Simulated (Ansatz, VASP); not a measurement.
**AlNi in VASP and in Ansatz**

INCAR

```
PREC = Accurate
ENCUT = 600
EDIFF = 1E-7
ISMEAR = 0
SIGMA = 0.1
LREAL = F
LASPH = T
NELM = 60
ALGO = Normal
ISIF = 3
LWAVE = F
LCHARG = F
GGA = PE
IBRION = 2
NSW = 100
EDIFFG = -0.01
```

KPOINTS

```
Automatic mesh
0
Gamma
  20 20 20
```

Contents of POSCAR:

```
AlNi
1.0
    2.8936602367      0.0000000000      0.0000000000
    0.0000000000      2.8936602367      0.0000000000
    0.0000000000      0.0000000000      2.8936602367
Al Ni
1 1
Direct
    0.5000000000      0.5000000000      0.5000000000
    0.0000000000      0.0000000000      0.0000000000
```

Input for Ansatz:

```yaml
crystal:
  lattice:
    - [2.8936602367, 0.0, 0.0]
    - [0.0, 2.8936602367, 0.0]
    - [0.0, 0.0, 2.8936602367]
  atoms:
    - { symbol: Al, position: [0.5, 0.5, 0.5] }
    - { symbol: Ni, position: [0.0, 0.0, 0.0] }
basis:
  ecutwfc: 420
kpoints:
  mp_grid: { grid: [20, 20, 20] }
hamiltonian:
  xc: pbe
scf:
  occupations: { method: gaussian, width: 0.1 }
output:
  forces: true
  stress: true
  eigenvalues: true
relax:
  adjacent_minimum: "off"
  f_tol: 0.01
  max_steps: 80
  cell: { stress_tol: 0.05 }
```

Alike in both runs: task relaxation of cell and atoms; functional PBE; k mesh 20 × 20 × 20; occupations gaussian, width 0.1 eV; no spin polarisation.

|  | VASP | Ansatz |
| --- | --- | --- |
| version | VASP 6.6.1 | Ansatz 0.2.0 |
| potentials or method | VASP PAW PBE potentials, release 64 (Al, Ni), cutoff 600 eV | scalar-relativistic, plane waves, PAW |
| valence electrons in the cell | 13 | 21 |

VASP gave:

```
gap on the k mesh at the Fermi level, each at its own relaxed structure (eV) : none
relaxed volume (Å³/atom)                                                     : 12.11
relaxed length of the cell vector where the two differ most in proportion (Å)              : 2.894
```

Estimate Ansatz's values.

gap on the k mesh at the Fermi level, each at its own relaxed structure (eV): none; relaxed volume (Å³/atom): 12.11; relaxed length of the cell vector where the two differ most in proportion (Å): 2.893.

A gap of «none» marks a metal or a gap that the smearing closes. VASP's potentials hold 13 valence electrons a cell and Ansatz's 21, so a difference there can come from the potentials and not from the codes. Ansatz's warnings: negative readings unjudged.

Noted on VASP's run: the relaxation stopped at its first step, so nothing moved.
